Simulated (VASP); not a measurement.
# HfSiO4 (I4_1/amd) in VASP: further runs

HfSiO4 is run at these levels: PBE; tasks: single point.

Program: VASP 6.6.1. These are calculated values, not measurements. Logs are shortened: lines on timing, memory, paths and dates and some standing lists are left out, and cuts for length are marked.

**1. The cell of the first run**

The structure is tetragonal, space group I4_1/amd (No. 141). Conventional cell: a = 6.640 Å, b = 6.640 Å, c = 6.013 Å, α = 90.00°, β = 90.00°, γ = 90.00°. Within 2.8 Å of Hf (site symmetry -4m2) lie 8 O at 2.14 to 2.28 Å. Si (site symmetry -4m2) has 4 O at 1.64 Å within 2.2 Å. Within 2.3 Å of O (site symmetry m) lie 1 Si at 1.64 Å and 2 Hf at 2.14 to 2.28 Å.

**2. Single point, PBE**

INCAR

```
SYSTEM = HfSiO4
  ALGO = Normal
  EDIFF = 1E-6
  ENCUT = 520
  GGA = PE
  ISIF = 2
  ISMEAR = 0
  LASPH = .True.
  LCHARG = .True.
  LELF = .True.
  LREAL = .False.
  LVHAR = .True.
  LWAVE = .False.
  NBANDS = 50
  NELM = 80
  PREC = Accurate
  SIGMA = 0.1
```

KPOINTS

```
k-points
0
Gamma
  4 4 4
  0 0 0
```

POSCAR

```
HfSiO4
1.0
   -3.3197545263      3.3197545263      3.0062646184
    3.3197545263     -3.3197545263      3.0062646184
    3.3197545263      3.3197545263     -3.0062646184
Hf Si O
2 2 8
Direct
    0.0000000000      0.0000000000      0.0000000000
    0.7500000000      0.2500000000      0.5000000000
    0.2500000000      0.7500000000      0.5000000000
    0.5000000000      0.5000000000      0.0000000000
    0.1347960297      0.3193123530      0.8154836766
    0.0693123530      0.7538286764      0.6845163234
    0.0693123530      0.3847960297      0.3154836766
    0.5038286764      0.3193123530      0.1845163234
    0.6806876470      0.4961713236      0.8154836766
    0.6152039703      0.9306876470      0.6845163234
    0.2461713236      0.9306876470      0.3154836766
    0.6806876470      0.8652039703      0.1845163234
```

Potentials or basis: VASP PAW PBE potentials, release 64 (Hf_pv, Si, O).

The run is started by

```
$ cat potpaw_PBE.64/Hf_pv/POTCAR potpaw_PBE.64/Si/POTCAR potpaw_PBE.64/O/POTCAR > POTCAR
$ mpirun -np 1 vasp_std > vasp.out
```

OUTCAR:

```text
SYSTEM = HfSiO4
   EDIFF = 1E-6
   ENCUT = 520
   GGA = PE
   ISIF = 2
   ISMEAR = 0
   LASPH = .True.
   LREAL = .False.
   NELM = 80
   PREC = Accurate

 ion  position               nearest neighbor table
   1  0.000  0.000  0.000-   6 2.14  11 2.14  10 2.14   7 2.14   8 2.28   9 2.28  12 2.28   5 2.28
                             4 3.01   4 3.01   2 3.64   2 3.64   2 3.64   2 3.64
   2  0.750  0.250  0.500-   8 2.14   9 2.14   5 2.14  12 2.14   6 2.28  11 2.28   7 2.28  10 2.28
                             3 3.01   3 3.01   1 3.64   1 3.64   1 3.64   1 3.64
   3  0.250  0.750  0.500-   7 1.64  10 1.64   6 1.64  11 1.64   2 3.01   2 3.01
   4  0.500  0.500  0.000-   5 1.64  12 1.64   9 1.64   8 1.64   1 3.01   1 3.01
   5  0.135  0.319  0.815-   4 1.64   2 2.14   1 2.28
   6  0.069  0.754  0.685-   3 1.64   1 2.14   2 2.28
   7  0.069  0.385  0.315-   3 1.64   1 2.14   2 2.28
   8  0.504  0.319  0.185-   4 1.64   2 2.14   1 2.28
   9  0.681  0.496  0.815-   4 1.64   2 2.14   1 2.28
  10  0.615  0.931  0.685-   3 1.64   1 2.14   2 2.28
  11  0.246  0.931  0.315-   3 1.64   1 2.14   2 2.28
  12  0.681  0.865  0.185-   4 1.64   2 2.14   1 2.28

  LATTYP: Found a body centered tetragonal cell.
 ALAT       =     6.6395090526
 C/A-ratio  =     0.9055683469

  Lattice vectors:

 A1 = (  -3.3197545263,   3.3197545263,   3.0062646184)
 A2 = (   3.3197545263,  -3.3197545263,   3.0062646184)
 A3 = (   3.3197545263,   3.3197545263,  -3.0062646184)

Analysis of symmetry for initial positions (statically):
=====================================================================
 Subroutine PRICEL returns:
 Original cell was already a primitive cell.

 Routine SETGRP: Setting up the symmetry group for a
 body centered tetragonal supercell.

 Subroutine GETGRP returns: Found 16 space group operations
 (whereof  8 operations were pure point group operations)
 out of a pool of 16 trial point group operations.

The static configuration has the point symmetry D_2d.
 The point group associated with its full space group is D_4h.

Analysis of symmetry for dynamics (positions and initial velocities):
=====================================================================
 Subroutine PRICEL returns:
 Original cell was already a primitive cell.

 Routine SETGRP: Setting up the symmetry group for a
 body centered tetragonal supercell.

 Subroutine GETGRP returns: Found 16 space group operations
 (whereof  8 operations were pure point group operations)
 out of a pool of 16 trial point group operations.

[... 121 lines left out ...]
   NUPDOWN=      -1.0000    fix difference up-down
   EMIN   =  10.00;   EMAX   =-10.00  energy-range for DOS
   EFERMI =   0.00;   METHOD = LEGACY
   ISMEAR =     0;   SIGMA  =   0.10  broadening in eV -4-tet -1-fermi 0-gaus
   EFERMI_NEDOS =   21; number of points for ismear=-14 and -15
   IALGO  =     38    algorithm
   IMIX   =      4    mixing-type and parameters
     AMIX     =   0.40;   BMIX     =  1.00
     AMIX_MAG =   1.60;   BMIX_MAG =  1.00
  volume/ion in A,a.u.               =      11.04        74.53
  Fermi-wavevector in a.u.,A,eV,Ry     =   1.360128  2.570268 25.170058  1.849947
  Thomas-Fermi vector in A             =   2.486816
   LORBIT       =      0    0 simple, 1 ext, 2 COOP (PROOUT), +10 PAW based schemes
   GGA     = PE    functional components
   LHFCALC =     F    Hartree Fock is set to
   AEXX    =    0.0000 exact exchange contribution
   IVDW    =     0    specifies the selected vdW correction
   LEPSILON=     F    determine dielectric tensor
   LRPA    =     F    only Hartree local field effects (RPA)
 non-spin polarized calculation
 Gauss-broadening in eV      SIGMA  =   0.10
  energy-cutoff  :      520.00
  volume of cell :      132.53
 maximum number of plane-waves:      3595
 NGX is ok and might be reduce to    42
   NGX = 21   NGY = 21   NGZ = 21

 number of electron      76.0000017 magnetization

 Free energy of the ion-electron system (eV)
  ---------------------------------------------------
  ext. energy  EPLUGINS =         0.00000000
  ---------------------------------------------------
  free energy    TOTEN  =      -108.65968798 eV

  energy without entropy =     -108.65968798  energy(sigma->0) =     -108.65968798

 E-fermi :   3.4879     XC(G=0): -10.9506

 val. band max:        3.0766794505   @ k =   0.0000   0.0000   0.0000
 cond. band min:       8.3571547126   @ k =   0.2500   0.2500   0.2500
 fundamental gap:      5.2804752621
 Fermi energy:         3.4878694900

 k-point     1 :       0.0000    0.0000    0.0000
  band No.  band energies     occupation
      1     -26.3872      2.00000
      2     -26.3872      2.00000
      3     -26.3266      2.00000
      4     -26.3172      2.00000
      5     -26.2312      2.00000
      6     -26.2312      2.00000
[... 678 lines left out ...]
     49      12.5299      0.00000
     50      12.5299      0.00000

------------------------ aborting loop because EDIFF is reached ----------------------------------------

  FORCE on cell =-STRESS in cart. coord.  units (eV):
  Direction    XX          YY          ZZ          XY          YZ          ZX
  --------------------------------------------------------------------------------------
  -------------------------------------------------------------------------------------
  Total       -1.1149987     -1.1149987     -0.7937254      0.0000000      0.0000000      0.0000000
  in kB      -13.4798729    -13.4798729     -9.5958115      0.0000000      0.0000000      0.0000000
  external PRESSURE =     -12.1851858 kB  Pullay stress =       0.0000000 kB

 VOLUME and BASIS-vectors are now :
 -----------------------------------------------------------------------------
  energy-cutoff  :      520.00
  volume of cell :      132.53
      direct lattice vectors                 reciprocal lattice vectors
    -3.319754526  3.319754526  3.006264618     0.000000000  0.150613546  0.166319358
     3.319754526 -3.319754526  3.006264618     0.150613546  0.000000000  0.166319358
     3.319754526  3.319754526 -3.006264618     0.150613546  0.150613546  0.000000000

 POSITION                                       TOTAL-FORCE (eV/Angst)
 -----------------------------------------------------------------------------------
      0.00000      0.00000      0.00000         0.000000     -0.000000      0.000000
      0.00000      3.31975      1.50313         0.000000     -0.000000      0.000000
      3.31975      0.00000      1.50313         0.000000     -0.000000      0.000000
      0.00000      0.00000      3.00626         0.000000     -0.000000      0.000000
      3.31975      2.09466     -1.08639        -0.000000     -0.112194     -0.154807
      4.54485      0.00000      0.41674         0.112194     -0.000000     -0.154807
      2.09466     -0.00000      0.41674        -0.112194     -0.000000     -0.154807
      0.00000      1.22510      1.91987         0.000000      0.112194     -0.154807
      2.09466      3.31975      1.08639        -0.112194     -0.000000      0.154807
      3.31975      1.22510      2.58952         0.000000      0.112194      0.154807
      3.31975     -1.22510      2.58952         0.000000     -0.112194      0.154807
      1.22510      0.00000      4.09265         0.112194     -0.000000      0.154807
 -----------------------------------------------------------------------------------
    total drift:                                0.000000      0.000000     -0.000000

  FREE ENERGIE OF THE ION-ELECTRON SYSTEM (eV)
  ---------------------------------------------------
  free  energy   TOTEN  =      -108.6596879790 eV

  energy  without entropy=     -108.6596879789  energy(sigma->0) =     -108.65968798
```

OSZICAR:

```text
N       E                     dE             d eps       ncg     rms          rms(c)
DAV:   1     0.458700519742E+03    0.45870E+03   -0.42388E+04  1300   0.148E+03
DAV:   2    -0.957919501402E+02   -0.55449E+03   -0.53886E+03  1610   0.367E+02
DAV:   3    -0.125316980558E+03   -0.29525E+02   -0.29385E+02  1568   0.812E+01
DAV:   4    -0.125688388298E+03   -0.37141E+00   -0.37084E+00  1704   0.999E+00
DAV:   5    -0.125693178541E+03   -0.47902E-02   -0.47883E-02  1632   0.106E+00    0.678E+01
DAV:   6    -0.108736977803E+03    0.16956E+02   -0.68449E+01  1504   0.370E+01    0.559E+01
DAV:   7    -0.108688669401E+03    0.48308E-01   -0.33838E+00  1624   0.837E+00    0.399E+01
DAV:   8    -0.108715563196E+03   -0.26894E-01   -0.69697E-01  1614   0.477E+00    0.117E+01
DAV:   9    -0.108659182981E+03    0.56380E-01   -0.25103E-01  1480   0.249E+00    0.267E+00
DAV:  10    -0.108659690909E+03   -0.50793E-03   -0.11882E-02  1642   0.575E-01    0.521E-01
DAV:  11    -0.108659533639E+03    0.15727E-03   -0.11381E-03  1584   0.171E-01    0.238E-01
DAV:  12    -0.108659660322E+03   -0.12668E-03   -0.16605E-04  1558   0.614E-02    0.526E-02
DAV:  13    -0.108659687575E+03   -0.27253E-04   -0.30000E-05  1640   0.285E-02    0.511E-02
DAV:  14    -0.108659687979E+03   -0.40355E-06   -0.16867E-06  1168   0.670E-03
   1 F= -.10865969E+03 E0= -.10865969E+03  d E =-.400383E-10
```

stdout:

```text
POSCAR found type information on POSCAR HfSiO
 POSCAR found :  3 types and      12 ions
 scaLAPACK will be used
 LDA part: xc-table for (Slater+PW92), standard interpolation
 POSCAR, INCAR and KPOINTS ok, starting setup
 FFT: planning ... GRIDC
 FFT: planning ... GRID_SOFT
 FFT: planning ... GRID
 WAVECAR not read
 entering main loop
```

Wall time 92 s (1 thread of Intel Xeon Platinum 8124M at 3.00GHz (Skylake/Cascade Lake), shared host); peak memory 0.29 GiB.

Results:

```
Free energy            : -108.6597 eV
Pressure               : -1.2 GPa
Largest force          : 0.191 eV/Å
Band gap on the k mesh : 5.28 eV (least direct gap 5.62 eV)
```

Forces in eV/Å, atoms in the order of the input:
```
Hf   0.000  0.000  0.000
Hf   0.000  0.000  0.000
Si   0.000  0.000  0.000
Si   0.000  0.000  0.000
O    0.000 -0.112 -0.155
O    0.112  0.000 -0.155
O   -0.112  0.000 -0.155
O    0.000  0.112 -0.155
O   -0.112  0.000  0.155
O    0.000  0.112  0.155
O    0.000 -0.112  0.155
O    0.112  0.000  0.155
```

Stress tensor (GPa, compression positive):
```
-1.35  0.00  0.00
 0.00 -1.35  0.00
 0.00  0.00 -0.96
```

Levels at points of the mesh, in eV from the valence-band top:
| k point | band 34 | band 35 | band 36 | band 37 | band 38 | band 39 | band 40 | band 41 | band 42 | band 43 |
| --- | --- | --- | --- | --- | --- | --- | --- | --- | --- | --- |
| (0.00, 0.00, 0.00) | -0.69 | -0.60 | -0.60 | -0.53 | 0.00 | 5.62 | 5.92 | 5.98 | 6.04 | 6.04 |
| (0.50, 0.00, 0.00) | -1.12 | -0.94 | -0.80 | -0.25 | -0.22 | 5.51 | 5.67 | 6.38 | 6.55 | 6.65 |
| (0.50, 0.50, 0.00) | -0.97 | -0.90 | -0.90 | -0.58 | -0.58 | 5.29 | 5.29 | 6.35 | 6.35 | 6.35 |
| (0.50, 0.50, 0.50) | -1.30 | -1.07 | -1.07 | -0.90 | -0.90 | 6.07 | 6.07 | 6.39 | 6.39 | 6.54 |

Caveat: spin-orbit coupling is left out, which moves the levels of the heavy elements.

(Part 1 of 2 ends here.)
